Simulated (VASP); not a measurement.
# CdS: single point with PBE

CdS:

```
Cd S
1.0
     0.00000    3.00067    3.00067
     3.00067    0.00000    3.00067
     3.00067    3.00067    0.00000
Cd S
1 1
Direct
  0.00000 0.00000 0.00000
  0.75000 0.75000 0.75000
```

This cell differs from its parent crystal: volume scaled by 1.06.

| Item | Value |
| --- | --- |
| Program | VASP 6.6.1 |
| Task | single point |
| Functional | PBE |
| Potentials or basis | VASP PAW PBE potentials, release 64 (Cd, S) |
| Cutoff | 520 eV |
| k mesh | 7 × 7 × 7 |
| Occupations | fermi-dirac, width 0.02 eV |
| Spin | no spin polarisation |

- Pressure: -1.6 GPa
- Band gap on the k mesh: 0.96 eV, direct

Levels at points of the mesh, in eV from the valence-band top:
| k point | band 6 | band 7 | band 8 | band 9 | band 10 | band 11 | band 12 | band 13 |
| --- | --- | --- | --- | --- | --- | --- | --- | --- |
| (0.00, 0.00, 0.00) | -7.09 | 0.00 | 0.00 | 0.00 | 0.96 | 6.54 | 6.54 | 6.54 |

It took 29 s on 1 thread of AMD EPYC 7R13, on a shared host, peak memory 0.15 GiB.
